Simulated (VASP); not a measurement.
Crystal: TbBeC.

```
Tb Be C
1.0
     3.66243    0.00000    0.00000
    -1.83121    3.17176    0.00000
     0.00000    0.00000    3.59077
Tb Be C
1 1 1
Direct
  0.66667 0.33333 0.00000
  0.33333 0.66667 0.50000
  0.00000 0.00000 0.50000
```

The cell was built from a structure type or drawn by symmetry, and may not be a known phase.

```yaml
Program: VASP 6.6.1
Task: relaxation of cell and atoms
Functional: PBE
Potentials_or_basis: VASP PAW PBE potentials, release 64 (Tb_3, Be, C), 4f in core
Cutoff: 600 eV
k_mesh: 6 × 6 × 6
Occupations: gaussian, width 0.1 eV
Spin: no spin polarisation
```

At the start: pressure -11.9 GPa; volume 13.90 Å³/atom.

**Question.** How do energy, volume and symmetry change on relaxing?

**Answer.** Over 5 steps the energy falls by 176.4 meV/atom and the volume is 12.49 Å³/atom (-10.2 %); space group P-6m2 (No. 187, to 0.1 Å) before and after.

Step by step:
| step | energy change (eV) | largest force (eV/Å) | pressure (GPa) | volume (Å³) |
| --- | --- | --- | --- | --- |
| 1 | 0.0000 | 0.0000 | -11.92 | 41.71 |
| 2 | -0.4690 | 0.0000 | 8.07 | 35.60 |
| 3 | -0.4796 | 0.0000 | 5.18 | 36.26 |
| 4 | -0.5286 | 0.0000 | -0.30 | 37.60 |
| 5 | -0.5292 | 0.0000 | 0.19 | 37.47 |

Final structure:
```xyz
3
Lattice="3.3638 0.0000 0.0000 -1.6819 2.9132 0.0000 0.0000 0.0000 3.8234" Properties=species:S:1:pos:R:3 pbc="T T T"
Tb    1.6819    0.9711    0.0000
Be    0.0000    1.9421    1.9117
C     0.0000    0.0000    1.9117
```
